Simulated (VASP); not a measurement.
Input of a VASP 6.6.1 run:

Contents of INCAR:

```
PREC = Accurate ; ENCUT = 520
EDIFF = 1E-6 ; ISMEAR = 0
SIGMA = 0.1 ; LREAL = False
LASPH = True ; NELM = 150
ALGO = Normal ; ISIF = 2
LWAVE = False ; LCHARG = True
ISPIN = 2 ; MAGMOM = 0 0 -0.15 -0.48 0 0
LORBIT = 11 ; LMAXMIX = 4
GGA = PE ; LELF = True
LVHAR = True ; NBANDS = 36
```

File KPOINTS:

```
Automatic mesh
0
Gamma
  10 10 4
```

POSCAR

```
K2TaO3
1.0
    3.7652196249      0.0000000000      0.0000000000
    0.0000000000      3.7652196249      0.0000000000
    0.0000000000      0.0000000000     10.2932636565
K Ta O
2 1 3
Direct
    0.0000000000      0.5000000000      0.3468556318
    0.5000000000      0.0000000000      0.6531443682
    0.0000000000      0.0000000000      0.0000000000
    0.5000000000      0.5000000000      0.5000000000
    0.0000000000      0.5000000000      0.9536952306
    0.5000000000      0.0000000000      0.0463047694
```

Potentials or basis: VASP PAW PBE potentials, release 64 (K_sv, Ta_pv, O).

Launch:

```sh
$ cat potpaw_PBE.64/K_sv/POTCAR potpaw_PBE.64/Ta_pv/POTCAR potpaw_PBE.64/O/POTCAR > POTCAR
$ mpirun -np 1 vasp_std > vasp.out
```

Q: Predict the site moments.

A: K -0.00; Ta +0.00; O -0.06, -0.00 (each value once) μB.

Q: Estimate the pressure.

A: 0.2 GPa.

Q: What does it give for the net moment?

A: -0.07 μB per cell.

Stress tensor (GPa, compression positive):
```
 0.37  0.00  0.00
 0.00  0.37  0.00
 0.00  0.00 -0.15
```
